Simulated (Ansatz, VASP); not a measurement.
# TePb: VASP beside Ansatz

The input INCAR:

```
  PREC = Accurate
  ENCUT = 600
  EDIFF = 1E-7
  ISMEAR = -1
  SIGMA = 0.05
  LREAL = F
  LASPH = T
  NELM = 100
  ALGO = Normal
  ISIF = 3
  LWAVE = F
  LCHARG = F
  GGA = PS
  IBRION = 2
  NSW = 80
  EDIFFG = -0.02
```

File KPOINTS:

```
regular mesh
0
Gamma
  7 7 7
```

The input POSCAR:

```
TePb
1.0
    0.0000000000      3.2310000000      3.2310000000
    3.2310000000      0.0000000000      3.2310000000
    3.2310000000      3.2310000000      0.0000000000
Pb Te
1 1
Direct
    0.0000000000      0.0000000000      0.0000000000
    0.5000000000      0.5000000000      0.5000000000
```

File input.yaml:

```yaml
crystal:
  lattice:
    - [0.0, 3.231, 3.231]
    - [3.231, 0.0, 3.231]
    - [3.231, 3.231, 0.0]
  atoms:
    - { symbol: Pb, position: [0.0, 0.0, 0.0] }
    - { symbol: Te, position: [0.5, 0.5, 0.5] }
kpoints:
  mp_grid: { grid: [7, 7, 7] }
scf:
  occupations: { method: fermi_dirac, width: 0.05 }
hamiltonian:
  xc: pbesol
  pseudopotentials: { kind: all_electron, lapw: { basis_error: 0.001 } }
output:
  forces: true
  stress: true
relax:
  f_tol: 0.02
  max_steps: 60
  cell: {}
```

Alike in both runs: task relaxation of cell and atoms; functional PBEsol; k mesh 7 × 7 × 7; occupations fermi-dirac, width 0.05 eV; no spin polarisation.

|  | VASP | Ansatz |
| --- | --- | --- |
| version | VASP 6.6.1 | Ansatz 0.2.0 |
| potentials or method | VASP PAW PBE potentials, release 64 (Pb_d, Te), cutoff 600 eV | all-electron LAPW, scalar-relativistic |

|  | VASP | Ansatz | Ansatz less VASP |
| --- | --- | --- | --- |
| relaxed volume (Å³/atom) | 33.42 | 33.42 | +0.003 |
| relaxed cell length with the largest relative difference (Å) | 4.555 | 4.555 | +0.0002 |

VASP's potentials were made for PBE, not for PBEsol. Ansatz ran all-electron here, and VASP with PAW potentials.

Spin-orbit coupling is off throughout.
